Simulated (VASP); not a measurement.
Runs of VASP 6.6.1 on Si7Ge. The structure is that of space group P-42m (No. 111), or close to it. The cells are those of the table. 

| cell | gap on the mesh (eV) | pressure (GPa) | largest force (eV/Å) |
| --- | --- | --- | --- |
| a = 5.459, b = 5.732 Å, 8 atoms | 0.20 | (b) | 0.01 |
| a = 5.459, b = 5.186 Å, 8 atoms | none | (a) | 0.02 |
| a = 5.459, b = 5.050 Å, 8 atoms | none | 8.1 | 0.03 |
| a = 5.459, b = 4.913 Å, 8 atoms | none | 11.3 | 0.05 |

Alike in all rows: task single point; level PBEsol; potentials or basis VASP PAW PBE potentials, release 64 (Si, Ge_d); no spin polarisation; k mesh 6 × 6 × 6; cutoff (eV) 520; smearing gaussian 0.03 eV.

Task: Fill in the values left out.

Result: (a) 5.1; (b) -4.0.

Caveats: the PAW data sets were made with another functional, which shifts forces and pressure a little; the cell stands under pressure (at least some runs); semilocal functionals underestimate gaps, so a narrow gap can read as zero (at least some runs); the cell stands under tension (at least some runs).

A k mesh can miss the band edges, and the runs leave out spin-orbit coupling on Ge.

A gap of «none» marks levels without a gap at the run's occupations.
